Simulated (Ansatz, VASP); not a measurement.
## One calculation of SiSeF2, two programs

INCAR

```
  ALGO = Normal
  EDIFF = 1E-6
  EDIFFG = -0.04
  ENCUT = 600
  GGA = PE
  IBRION = 2
  ISIF = 3
  ISMEAR = 0
  ISPIN = 2
  LASPH = T
  LCHARG = F
  LORBIT = 11
  LREAL = F
  LWAVE = F
  MAGMOM = 0 0 1 1
  NELM = 150
  NSW = 90
  PREC = Accurate
  SIGMA = 0.1
```

The input KPOINTS:

```
k-points
0
Gamma
  6 6 4
```

The input POSCAR:

```
SiSeF2
1.0
    3.3220019300      0.0000000000      0.0000000000
    0.0000000000      3.3220019300      0.0000000000
    0.0000000000      0.0000000000      4.0847995600
Si Se F
1 1 2
Direct
    0.5000000000      0.5000000000      0.5000000000
    0.0000000000      0.0000000000      0.0000000000
    0.0000000000      0.5000000000      0.0000000000
    0.5000000000      0.0000000000      0.0000000000
```

Input for Ansatz:

```yaml
crystal:
  lattice:
    - [3.32200193, 0.0, 0.0]
    - [0.0, 3.32200193, 0.0]
    - [0.0, 0.0, 4.08479956]
  atoms:
    - { symbol: Si, position: [0.5, 0.5, 0.5] }
    - { symbol: Se, position: [0.0, 0.0, 0.0] }
    - { symbol: F, position: [0.0, 0.5, 0.0], spin: 1.0 }
    - { symbol: F, position: [0.5, 0.0, 0.0], spin: 1.0 }
basis:
  ecutwfc: 420
kpoints:
  mp_grid: { grid: [6, 6, 4] }
hamiltonian:
  xc: pbe
scf:
  occupations: { method: gaussian, width: 0.1 }
  lower_state_search: "off"
output:
  forces: true
  stress: true
  eigenvalues: true
  populations: true
magnetization:
  spin_polarized: true
relax:
  adjacent_minimum: "off"
  f_tol: 0.04
  max_steps: 70
  cell: { stress_tol: 0.4 }
```

Alike in both runs: task relaxation of cell and atoms; functional PBE; k mesh 6 × 6 × 4; occupations gaussian, width 0.1 eV; collinear spin.

|  | VASP | Ansatz |
| --- | --- | --- |
| version | VASP 6.6.1 | Ansatz 0.2.0 |
| potentials or method | VASP PAW PBE potentials, release 64 (Si, Se, F), cutoff 600 eV | scalar-relativistic, plane waves, PAW |
| valence electrons in the cell | 24 | 34 |

```tsv
	VASP	Ansatz	Ansatz less VASP
gap on the k mesh at the Fermi level, each at its own relaxed structure (eV)	none	none	-
net moment per atom (μB)	0.00	0.00	0.000
relaxed volume (Å³/atom)	13.97	15.37	+1.404
relaxed length of the cell vector where the two differ most in proportion (Å)	4.511	4.761	+0.2503
```

A gap of «none» marks a metal or a gap that the smearing closes. One of these differences is far larger than is usual between the two programs; its cause wasn't traced. VASP's potentials hold 24 valence electrons a cell and Ansatz's 34, so a difference there can come from the potentials and not from the codes. Ansatz's warnings: seeded moment not kept.

The k mesh is coarse, so the values compare programs but aren't converged. Noted on VASP's run: the volume moved by over 15 % at a fixed basis, so the end points are rough.
